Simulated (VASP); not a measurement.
Ga, 1 atom in the cell. The structure is cubic, space group Im-3m (No. 229). The conventional cell has a = 3.127 Å, b = 3.127 Å, c = 3.127 Å, α = 90.00°, β = 90.00°, γ = 90.00°. Within 3.6 Å of Ga (site symmetry m-3m) lie 14 Ga at 2.71 to 3.13 Å.  This cell differs from its parent crystal: volume scaled by 0.85.

* Program: VASP 6.6.1
* Task: single point
* Functional: PBEsol
* Potentials or basis: VASP PAW PBE potentials, release 64 (Ga_d)
* Cutoff: 520 eV
* k mesh: 16 × 16 × 16
* Occupations: fermi-dirac, width 0.05 eV
* Spin: no spin polarisation
* Dipole correction: no
* Further INCAR settings: ALGO = Normal; EDIFF = 1e-06; NBANDS = 12

Potentials or basis: VASP PAW PBE potentials, release 64 (Ga_d).

Run with:

```bash
$ cat potpaw_PBE.64/Ga_d/POTCAR > POTCAR
$ mpirun -np 1 vasp_std > vasp.out
```

Hardware: 1 thread of Intel(R) Xeon(R) Platinum 8488C (Sapphire Rapids), on a shared host.

Q: Estimate the wall time of this run.

A: Wall time 11 s on 1 thread of Intel(R) Xeon(R) Platinum 8488C (Sapphire Rapids) (shared host), peak memory 0.14 GiB. Counts: scf iterations 9, k points 145.
